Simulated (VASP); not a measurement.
Write the native input for VASP 6.6.1 that does the following.

| Item | Value |
| --- | --- |
| Task | relaxation of cell and atoms |
| Functional | PBE |
| Potentials or basis | VASP PAW PBE potentials, release 64 (Li_sv, Re, H) |
| Cutoff | 600 eV |
| k mesh | 6 × 6 × 4 |
| Occupations | gaussian, width 0.1 eV |
| Spin | no spin polarisation |
| Dipole correction | no |
| Further INCAR settings | ALGO = Normal; EDIFF = 1e-06; IBRION = 2; EDIFFG = -0.04; NSW = 90; ISIF = 3 |

The structure of LiReH6 lies in POSCAR:

```
LiReH6
1.0
    3.3120018700      0.0000000000      0.0000000000
    0.0000000000      3.3120018700      0.0000000000
    0.0000000000      0.0000000000      6.5458782400
Li Re H
1 1 6
Direct
    0.0000000000      0.0000000000      0.5000000000
    0.0000000000      0.0000000000      0.0000000000
    0.5000000000      0.5000000000      0.0000000000
    0.5000000000      0.5000000000      0.5000000000
    0.5000000000      0.0000000000      0.2481036000
    0.5000000000      0.0000000000      0.7518964000
    0.0000000000      0.5000000000      0.2481036000
    0.0000000000      0.5000000000      0.7518964000
```

The cell was generated, and may not be a known phase.

These files were run (other wordings do the same):

INCAR

```
PREC     = Accurate       # precision mode
ENCUT    = 600            # plane-wave cutoff, eV
EDIFF    = 1E-6           # SCF threshold, eV
ISMEAR   = 0              # smearing method
SIGMA    = 0.1            # smearing width, eV
LREAL    = False          # projectors in reciprocal space
LASPH    = True           # aspherical terms in the spheres
NELM     = 100            # most SCF steps
ALGO     = Normal         # electronic algorithm
ISIF     = 3              # what is computed and relaxed
LWAVE    = False          # write WAVECAR
LCHARG   = False          # write CHGCAR
GGA      = PE             # functional
IBRION   = 2              # ionic algorithm
NSW      = 90             # ionic steps
EDIFFG   = -0.04          # ionic threshold
```

KPOINTS

```
regular mesh
0
Gamma
  6 6 4
```

Potentials or basis: VASP PAW PBE potentials, release 64 (Li_sv, Re, H).

The run is started by

```console
$ cat potpaw_PBE.64/Li_sv/POTCAR potpaw_PBE.64/Re/POTCAR potpaw_PBE.64/H/POTCAR > POTCAR
$ mpirun -np 1 vasp_std > vasp.out
```

Results of the run:

```
Relaxed volume                        : 7.31 Å³/atom
Relaxed cell                          : a = 2.863 Å, b = 2.863 Å, c = 7.133 Å, α = 90.00°, β = 90.00°, γ = 90.00°
Space group after relaxing (to 0.1 Å) : P4/mmm (No. 123)
Energy gained by relaxing             : 610.8 meV/atom
Ionic steps                           : 18
Pressure after relaxing               : -0.3 GPa
Largest force after relaxing          : 0.004 eV/Å
Band gap on the k mesh                : zero (bands 8 and 9 overlap by 0.08 eV)
```

Caveat: the cutoff is under 1.25 times the usual one of these potentials, so pressure, stress and relaxed cells hold a basis-set (Pulay) error; the volume moved by over 15 % at a fixed basis, so the end points are rough; spin-orbit coupling is left out, which moves the levels of the heavy elements.

Run time: 6.8 min on 1 thread of Intel Xeon 8259CL, with other jobs on the host, peak memory 0.21 GiB.
